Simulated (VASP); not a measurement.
Set up this calculation in VASP 6.6.1, as the native input.

- Task: single point
- Functional: PBE
- Potentials or basis: VASP PAW PBE potentials, release 64 (Be, S)
- Cutoff: 600 eV
- k mesh: 8 × 8 × 8
- Occupations: gaussian, width 0.01 eV
- Spin: no spin polarisation
- Dipole correction: no
- Further INCAR settings: ALGO = Normal; EDIFF = 1e-06; NBANDS = 11

The structure of BeS lies in POSCAR:

```
BeS
1.0
    0.0000000000      2.4328307700      2.4328307700
    2.4328307700      0.0000000000      2.4328307700
    2.4328307700      2.4328307700      0.0000000000
Be S
1 1
Direct
    0.0000000000      0.0000000000      0.0000000000
    0.2500000000      0.2500000000      0.2500000000
```

The input as run:

INCAR

```
ALGO = Normal ; EDIFF = 1E-6
ENCUT = 600 ; GGA = PE
GGA_COMPAT = False ; ISIF = 2
ISMEAR = 0 ; LASPH = True
LCHARG = False ; LREAL = False
LWAVE = False ; NBANDS = 11
NELM = 120 ; PREC = Accurate
SIGMA = 0.01
```

KPOINTS

```
k-points
0
Gamma
  8 8 8
```

Potentials or basis: VASP PAW PBE potentials, release 64 (Be, S).

Command:

```sh
$ cat potpaw_PBE.64/Be/POTCAR potpaw_PBE.64/S/POTCAR > POTCAR
$ mpirun -np 1 vasp_std > vasp.out
```

It gave:

```
Pressure               : 0.7 GPa
Band gap on the k mesh : 3.13 eV (least direct gap 5.67 eV)
```

Wall time 5.1 s on 1 thread of Intel(R) Xeon(R) 6975P-C (Granite Rapids) (shared host), peak memory 0.15 GiB.
